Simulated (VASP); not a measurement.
Set up this calculation in VASP 6.6.1, as the native input.

```yaml
Task: single point
Functional: PBE
Potentials_or_basis: VASP PAW PBE potentials, release 64 (Be, Te)
Cutoff: 520 eV
k_mesh: 4 × 4 × 4
Occupations: gaussian, width 0.01 eV
Spin: no spin polarisation
Dipole_correction: no
Further_INCAR_settings: ALGO = Normal; EDIFF = 1e-07; NBANDS = 11
```

The structure of BeTe lies in POSCAR:

```
BeTe
1.0
    0.0000000000      2.8286236255      2.8569098617
    2.8286236255      0.0000000000      2.8569098617
    2.8286236255      2.8286236255      0.0000000000
Be Te
1 1
Direct
    0.0000000000      0.0000000000      0.0000000000
    0.2500000000      0.2500000000      0.2500000000
```

This cell differs from its parent crystal: uniaxial z strain +1.0%.

The input as run:

INCAR

```
  PREC = Accurate
  ENCUT = 520
  EDIFF = 1E-7
  ISMEAR = 0
  SIGMA = 0.01
  LREAL = False
  LASPH = True
  NELM = 60
  ALGO = Normal
  ISIF = 2
  LWAVE = False
  LCHARG = False
  GGA = PE
  NBANDS = 11
```

KPOINTS

```
regular mesh
0
Gamma
  4 4 4
```

Potentials or basis: VASP PAW PBE potentials, release 64 (Be, Te).

The run is started by

```bash
$ cat potpaw_PBE.64/Be/POTCAR potpaw_PBE.64/Te/POTCAR > POTCAR
$ mpirun -np 1 vasp_std > vasp.out
```

Results of the run:

```yaml
Pressure: 0.2 GPa
Band_gap_on_the_k_mesh: 1.98 eV (least direct gap 3.59 eV)
```

Caveat: the k points lie up to 0.48 Å⁻¹ apart; the cell differs from its parent crystal (uniaxial z strain +1.0%); spin-orbit coupling is left out, which moves the levels of the heavy elements.

It took 4.6 s on 1 thread of Intel(R) Xeon(R) 6975P-C (Granite Rapids), on a shared host, peak memory 0.16 GiB.
